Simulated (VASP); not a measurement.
# Ca in VASP: single point with PBE

Aim: the single point of Ca with PBE.

All numbers are computed with VASP 6.6.1; they aren't measurements. Logs are shortened: lines on timing, memory, paths and dates and some standing lists are left out, and cuts for length are marked.

### 1 The cell of the first run

The cell holds a slab with vacuum, 13 atoms: a = 7.891 Å, b = 7.891 Å, c = 19.443 Å, α = 90.00°, β = 90.00°, γ = 60.00°.

### 2 Single point, PBE

INCAR

```
PREC = Accurate
ENCUT = 520
EDIFF = 1E-6
ISMEAR = 0
SIGMA = 0.05
LREAL = False
LASPH = True
NELM = 80
ALGO = Normal
ISIF = 2
LWAVE = False
LCHARG = False
GGA = PE
NBANDS = 77
```

KPOINTS

```
Automatic mesh
0
Gamma
  3 3 1
```

POSCAR

```
Ca
1.0
    7.8913120000      0.0000000000      0.0000000000
    3.9456560000      6.8340760000      0.0000000000
    0.0000000000      0.0000000000     19.4432290000
Ca
13
Direct
    0.1666666423      0.1666667154      0.0514317864
    0.6666666423      0.1666667154      0.0514317864
    0.1666666423      0.6666667154      0.0514317864
    0.6666666423      0.6666667154      0.0514317864
   -0.1670326217      0.3341960201      0.2062244908
    0.3350186722      0.3299360440      0.2091184546
   -0.1697054856      0.8347425460      0.2081678408
    0.3349203003      0.8347226458      0.2080583426
   -0.0002118002      0.0005389170      0.3608240175
    0.5003369325     -0.0008538096      0.3806714924
    0.0011335488      0.5022016144      0.3642878454
    0.4970755626      0.5020528013      0.3639634137
    1.1572587754     -0.3109042100      0.5165167782
```

Potentials or basis: VASP PAW PBE potentials, release 64 (Ca_sv).

Command:

```
$ cat potpaw_PBE.64/Ca_sv/POTCAR > POTCAR
$ mpirun -np 1 vasp_std > vasp.out
```

OUTCAR:

```text
PREC = Accurate
   ENCUT = 520
   EDIFF = 1E-6
   ISMEAR = 0
   LREAL = False
   LASPH = True
   NELM = 80
   ISIF = 2
   GGA = PE

 ion  position               nearest neighbor table
   1  0.167  0.167  0.051-
   2  0.667  0.167  0.051-
   3  0.167  0.667  0.051-
   4  0.667  0.667  0.051-
   5  0.833  0.334  0.206-
   6  0.335  0.330  0.209-
   7  0.830  0.835  0.208-
   8  0.335  0.835  0.208-
   9  1.000  0.001  0.361-
  10  0.500  0.999  0.381-
  11  0.001  0.502  0.364-
  12  0.497  0.502  0.364-
  13  0.157  0.689  0.517-

  LATTYP: Found a hexagonal cell.
 ALAT       =     7.8913114274
 C/A-ratio  =     2.4638780485

  Lattice vectors:

 A1 = (  -3.9456560000,  -6.8340760000,   0.0000000000)
 A2 = (   7.8913120000,   0.0000000000,   0.0000000000)
 A3 = (   0.0000000000,   0.0000000000,  19.4432290000)

Analysis of symmetry for initial positions (statically):
=====================================================================
 Subroutine PRICEL returns:
 Original cell was already a primitive cell.

 Routine SETGRP: Setting up the symmetry group for a
 hexagonal supercell.

 Subroutine GETGRP returns: Found  1 space group operations
 (whereof  1 operations were pure point group operations)
 out of a pool of 24 trial point group operations.

The static configuration has the point symmetry C_1 .

Analysis of symmetry for dynamics (positions and initial velocities):
=====================================================================
 Subroutine PRICEL returns:
 Original cell was already a primitive cell.

 Routine SETGRP: Setting up the symmetry group for a
 hexagonal supercell.

 Subroutine GETGRP returns: Found  1 space group operations
 (whereof  1 operations were pure point group operations)
 out of a pool of 24 trial point group operations.

The dynamic configuration has the point symmetry C_1 .

 Subroutine INISYM returns: Found  1 space group operations
 (whereof  1 operations are pure point group operations),
 and found     1 'primitive' translations

----------------------------------------------------------------------------------------

                                     Primitive cell

  volume of cell :    1048.5700

  direct lattice vectors                    reciprocal lattice vectors
     7.891312000  0.000000000  0.000000000     0.126721640 -0.073162780  0.000000000
     3.945656000  6.834076000  0.000000000     0.000000000  0.146325560  0.000000000
     0.000000000  0.000000000 19.443229000     0.000000000  0.000000000  0.051431786

  length of vectors
     7.891312000  7.891311427 19.443229000     0.146325550  0.146325560  0.051431786

  position of ions in fractional coordinates (direct lattice)
     0.166666642  0.166666715  0.051431786
     0.666666642  0.166666715  0.051431786
     0.166666642  0.666666715  0.051431786
     0.666666642  0.666666715  0.051431786
     0.832967378  0.334196020  0.206224491
     0.335018672  0.329936044  0.209118455
     0.830294514  0.834742546  0.208167841
     0.334920300  0.834722646  0.208058343
     0.999788200  0.000538917  0.360824018
     0.500336932  0.999146190  0.380671492
     0.001133549  0.502201614  0.364287845
     0.497075563  0.502052801  0.363963414
     0.157258775  0.689095790  0.516516778

  ion indices of the primitive-cell ions
   primitive index   ion index
                 1           1
                 2           2
                 3           3
                 4           4
                 5           5
                 6           6
                 7           7
                 8           8
                 9           9
                10          10
                11          11
                12          12
                13          13

----------------------------------------------------------------------------------------

 KPOINTS: Automatic mesh

Automatic generation of k-mesh.
 Grid dimensions read from file:
 generate k-points for:    3    3    1

 Generating k-lattice:

  Cartesian coordinates                     Fractional coordinates (reciprocal lattice)
     0.042240547 -0.024387593  0.000000000     0.333333333  0.000000000  0.000000000
     0.000000000  0.048775187  0.000000000     0.000000000  0.333333333  0.000000000
     0.000000000  0.000000000  0.051431786     0.000000000  0.000000000  1.000000000

  Length of vectors
     0.048775183  0.048775187  0.051431786

  Shift w.r.t. Gamma in fractional coordinates (k-lattice)
     0.000000000  0.000000000  0.000000000

 Subroutine IBZKPT returns following result:
 ===========================================

 Found      5 irreducible k-points:

 Following reciprocal coordinates:
            Coordinates               Weight
  0.000000  0.000000  0.000000      1.000000
  0.333333 -0.000000  0.000000      2.000000
  0.333333  0.333333  0.000000      2.000000
  0.000000  0.333333  0.000000      2.000000
 -0.333333  0.333333  0.000000      2.000000
   k-points           NKPTS =      5   k-points in BZ     NKDIM =      5   number of bands    NBANDS=     77
   number of dos      NEDOS =    301   number of ions     NIONS =     13
   total plane-waves  NPLWV = 540000
   dimension x,y,z NGX =    60 NGY =   60 NGZ =  150
   dimension x,y,z NGXF=   120 NGYF=  120 NGZF=  300
   ions per type =              13
   NGX,Y,Z   is equivalent  to a cutoff of  12.64, 12.64, 12.83 a.u.
   NGXF,Y,Z  is equivalent  to a cutoff of  25.28, 25.28, 25.65 a.u.
 SYSTEM =  unknown system
   PREC   = accura    normal or accurate (medium, high low for compatibility)
   ISTART =      0    job   : 0-new  1-cont  2-samecut
   ICHARG =      2    charge: 1-file 2-atom 10-const
   ISPIN  =      1    spin polarized calculation?
   LNONCOLLINEAR =      F non collinear calculations
   LSORBIT =      F    spin-orbit coupling
   LASPH  =      T    aspherical Exc in radial PAW
   ENCUT  =  520.0 eV  38.22 Ry    6.18 a.u.  14.67 14.67 36.15*2*pi/ulx,y,z
   NELM   =     80;   NELMIN=  2; NELMDL= -5     # of ELM steps
   EDIFF  = 0.1E-05   stopping-criterion for ELM
   LREAL  =      F    real-space projection
   EDIFFG = 0.1E-04   stopping-criterion for IOM
   NSW    =      0    number of steps for IOM
   IBRION =     -1    ionic relax: 0-MD 1-quasi-New 2-CG
   NFREE  =      0    steps in history (QN), initial steepest desc. (CG)
   ISIF   =      2    stress and relaxation
   ISYM   =      2    0-nonsym 1-usesym 2-fastsym
   POTIM  = 0.5000    time-step for ionic-motion
   TEBEG  =    0.0;   TEEND  =   0.0 temperature during run
   PSTRESS=    0.0 pullay stress
   NELECT =     130.0000    total number of electrons
   NUPDOWN=      -1.0000    fix difference up-down
   EMIN   =  10.00;   EMAX   =-10.00  energy-range for DOS
   EFERMI =   0.00;   METHOD = LEGACY
   ISMEAR =     0;   SIGMA  =   0.05  broadening in eV -4-tet -1-fermi 0-gaus
   EFERMI_NEDOS =   21; number of points for ismear=-14 and -15
   IALGO  =     38    algorithm
   IMIX   =      4    mixing-type and parameters
     AMIX     =   0.40;   BMIX     =  1.00
     AMIX_MAG =   1.60;   BMIX_MAG =  1.00
  volume/ion in A,a.u.               =      80.66       544.32
  Fermi-wavevector in a.u.,A,eV,Ry     =   0.816313  1.542608  9.066476  0.666367
  Thomas-Fermi vector in A             =   1.926559
   LORBIT       =      0    0 simple, 1 ext, 2 COOP (PROOUT), +10 PAW based schemes
   GGA     = PE    functional components
   LHFCALC =     F    Hartree Fock is set to
   AEXX    =    0.0000 exact exchange contribution
   IVDW    =     0    specifies the selected vdW correction
   LEPSILON=     F    determine dielectric tensor
   LRPA    =     F    only Hartree local field effects (RPA)
 non-spin polarized calculation
 Gauss-broadening in eV      SIGMA  =   0.05
  energy-cutoff  :      520.00
  volume of cell :     1048.57
 maximum number of plane-waves:     28275
   NGX = 29   NGY = 29   NGZ = 73

 number of electron     129.9999992 magnetization

 Free energy of the ion-electron system (eV)
  ---------------------------------------------------
  ext. energy  EPLUGINS =         0.00000000
  ---------------------------------------------------
  free energy    TOTEN  =       -21.22724481 eV

  energy without entropy =      -21.19756312  energy(sigma->0) =      -21.21240396

 E-fermi :  -0.1007     XC(G=0):  -4.9592

 val. band max:       -0.1259763806   @ k =   0.0000   0.0000   0.0000
 cond. band min:      -0.0609456877   @ k =   0.0000   0.0000   0.0000
 fundamental gap:      0.0650306928
 Fermi energy:        -0.1006763620

 k-point     1 :       0.0000    0.0000    0.0000
  band No.  band energies     occupation
      1     -43.5463      2.00000
      2     -42.6638      2.00000
      3     -42.5467      2.00000
      4     -42.5282      2.00000
      5     -42.5237      2.00000
      6     -42.5214      2.00000
[... 69 lines left out ...]
     76       0.5413      0.00000
     77       0.5425      0.00000

 k-point     2 :       0.3333   -0.0000    0.0000
  band No.  band energies     occupation
      1     -43.5463      2.00000
      2     -42.6638      2.00000
      3     -42.5464      2.00000
      4     -42.5273      2.00000
      5     -42.5246      2.00000
      6     -42.5217      2.00000
[... 69 lines left out ...]
     76       0.5939      0.00000
     77       0.6536      0.00000

 k-point     3 :       0.3333    0.3333    0.0000
  band No.  band energies     occupation
      1     -43.5463      2.00000
      2     -42.6638      2.00000
      3     -42.5464      2.00000
      4     -42.5272      2.00000
      5     -42.5248      2.00000
      6     -42.5216      2.00000
[... 69 lines left out ...]
     76       0.5943      0.00000
     77       0.6563      0.00000

 k-point     4 :       0.0000    0.3333    0.0000
  band No.  band energies     occupation
      1     -43.5463      2.00000
      2     -42.6638      2.00000
      3     -42.5463      2.00000
      4     -42.5278      2.00000
      5     -42.5237      2.00000
      6     -42.5222      2.00000
[... 69 lines left out ...]
     76       0.5995      0.00000
     77       0.6500      0.00000

 k-point     5 :      -0.3333    0.3333    0.0000
  band No.  band energies     occupation
      1     -43.5463      2.00000
      2     -42.6638      2.00000
      3     -42.5462      2.00000
      4     -42.5266      2.00000
      5     -42.5253      2.00000
      6     -42.5219      2.00000
[... 69 lines left out ...]
     76       0.8645      0.00000
     77       0.8776      0.00000

------------------------ aborting loop because EDIFF is reached ----------------------------------------

  FORCE on cell =-STRESS in cart. coord.  units (eV):
  Direction    XX          YY          ZZ          XY          YZ          ZX
  --------------------------------------------------------------------------------------
  -------------------------------------------------------------------------------------
  Total       -1.3060132     -1.0866174      0.1368483     -0.0111690     -0.0003960      0.0009825
  in kB       -1.9955414     -1.6603125      0.2090993     -0.0170659     -0.0006051      0.0015012
  external PRESSURE =      -1.1489182 kB  Pullay stress =       0.0000000 kB

 VOLUME and BASIS-vectors are now :
 -----------------------------------------------------------------------------
  energy-cutoff  :      520.00
  volume of cell :     1048.57
      direct lattice vectors                 reciprocal lattice vectors
     7.891312000  0.000000000  0.000000000     0.126721640 -0.073162780  0.000000000
     3.945656000  6.834076000  0.000000000     0.000000000  0.146325560  0.000000000
     0.000000000  0.000000000 19.443229000     0.000000000  0.000000000  0.051431786

 POSITION                                       TOTAL-FORCE (eV/Angst)
 -----------------------------------------------------------------------------------
      1.97283      1.13901      1.00000         0.025040     -0.014572      0.003119
      5.91848      1.13901      1.00000        -0.024979     -0.014491      0.004732
      3.94566      4.55605      1.00000        -0.000168     -0.001684     -0.031503
      7.89131      4.55605      1.00000        -0.000035      0.029475     -0.010371
      7.89183      2.28392      4.00967         0.000472      0.007187      0.008674
      3.94555      2.25481      4.06594        -0.000578     -0.003305      0.002477
      9.84572      5.70469      4.04745        -0.008032     -0.002921      0.004231
      5.93649      5.70456      4.04533         0.007944     -0.002288      0.004897
      7.89177      0.00368      7.01558         0.000584     -0.014021      0.002719
      7.89060      6.82824      7.40148        -0.000516     -0.004318     -0.003977
      1.99046      3.43208      7.08293         0.010932      0.012192      0.002504
      5.90351      3.43107      7.07662        -0.010543      0.012640      0.002050
      3.95991      4.70933     10.04275        -0.000122     -0.003894      0.010447
 -----------------------------------------------------------------------------------
    total drift:                               -0.000033      0.000118     -0.002505

  FREE ENERGIE OF THE ION-ELECTRON SYSTEM (eV)
  ---------------------------------------------------
  free  energy   TOTEN  =       -21.2272448092 eV

  energy  without entropy=      -21.1975631200  energy(sigma->0) =      -21.21240396
```

It took 15 min on 1 thread of AMD EPYC 7R13 (Zen 3), shared host; peak memory 1 GiB.

Results:

| Property | Result |
| --- | --- |
| Free energy | -21.2272 eV |
| Largest force | 0.032 eV/Å |
| Band gap on the k mesh | zero (filled and empty bands overlap) |

Forces in eV/Å, atoms in the order of the input:
```
Ca   0.025 -0.015  0.003
Ca  -0.025 -0.014  0.005
Ca   0.000 -0.002 -0.032
Ca   0.000  0.029 -0.010
Ca   0.000  0.007  0.009
Ca  -0.001 -0.003  0.002
Ca  -0.008 -0.003  0.004
Ca   0.008 -0.002  0.005
Ca   0.001 -0.014  0.003
Ca  -0.001 -0.004 -0.004
Ca   0.011  0.012  0.003
Ca  -0.011  0.013  0.002
Ca   0.000 -0.004  0.010
```

Caveat: there is no dipole correction, which matters where the two faces differ.

The gap in the log of VASP goes by the Fermi energy; the results here count the filled bands.